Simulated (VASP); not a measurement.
Input of a VASP 6.6.1 run:

INCAR

```
SYSTEM = Ge
PREC = Accurate ; ENCUT = 520
EDIFF = 1E-6 ; ISMEAR = -1
SIGMA = 0.05 ; LREAL = Auto
LASPH = .TRUE. ; NELM = 100
ALGO = Normal ; ISIF = 2
LWAVE = .FALSE. ; LCHARG = .TRUE.
GGA = PS ; LELF = .TRUE.
LVHAR = .TRUE. ; NBANDS = 133
```

KPOINTS

```
Automatic mesh
0
Gamma
  2 2 2
  0.5 0.5 0.5
```

POSCAR

```
Ge
1.0
   11.3511840000      0.0000000000      0.0000000000
    0.0000000000      5.6755920000      0.0000000000
    0.0000000000      0.0000000000      5.6755920000
Ge
17
Direct
    0.9990990000      0.0086370000      0.0031910000
    0.5027290000      0.9940430000      0.9959640000
    0.1212890000      0.2462290000      0.2503280000
    0.6318960000      0.2478160000      0.2621430000
    0.2529820000      0.4932520000      0.0001360000
    0.7502050000      0.5076500000      0.9963650000
    0.3712720000      0.7498070000      0.2602770000
    0.8726790000      0.7421310000      0.2630190000
    0.2552400000      0.9931490000      0.4959350000
    0.7496390000      0.9934880000      0.4980140000
    0.3735210000      0.2455740000      0.7560040000
    0.8753380000      0.2501820000      0.7420620000
    0.0045930000      0.4962260000      0.5002100000
    0.5001980000      0.4933210000      0.5049890000
    0.1253880000      0.7451140000      0.7444130000
    0.6222580000      0.7548640000      0.7570930000
    0.6203130000      0.8729450000      0.2377550000
```

Potentials or basis: VASP PAW PBE potentials, release 64 (Ge_d).

Launch:

```bash
$ cat potpaw_PBE.64/Ge_d/POTCAR > POTCAR
$ mpirun -np 1 vasp_std > vasp.out
```

(1) Estimate the largest force.

(2) Estimate the pressure.

Answers

(1) 8.467 eV/Å.

(2) 9.1 GPa.

Caveat: the k points lie up to 0.55 Å⁻¹ apart; the PAW data sets were made with another functional, which shifts forces and pressure a little.
